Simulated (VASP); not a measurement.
The system is SrTiO3.

```
CELL_PARAMETERS angstrom
3.90685 0.00000 0.00000
0.00000 3.90685 0.00000
0.00000 0.00000 3.90685
ATOMIC_POSITIONS crystal
Sr 0.00000 0.00000 0.00000
Ti 0.50000 0.50000 0.50000
O 0.50000 0.50000 0.00000
O 0.50000 0.00000 0.50000
O 0.00000 0.50000 0.50000
```

Base run:

```yaml
Program: VASP 6.6.1
Functional: r2SCAN
Potentials_or_basis: VASP PAW PBE potentials, release 64 (Sr_sv, Ti_sv, O)
Cutoff: 520 eV
k_mesh: 6 × 6 × 6
Occupations: gaussian, width 0.01 eV
Spin: no spin polarisation
```

Its results: band gap on the k mesh 2.27 eV, indirect (least direct gap 2.66 eV); pressure 0.9 GPa.

Question: The run is repeated on the same cell with these changes: functional from r2SCAN to PBE. What comes out?

Answer: Band gap on the k mesh 1.85 eV, indirect (least direct gap 2.21 eV); pressure 4.7 GPa.

r2SCAN gives the wider gap, since meta-GGAs in the generalised Kohn-Sham scheme recover part of the derivative discontinuity.

Caveats: the PAW data sets were made with another functional, which shifts forces and pressure a little (some runs).

A k mesh can miss the band edges.
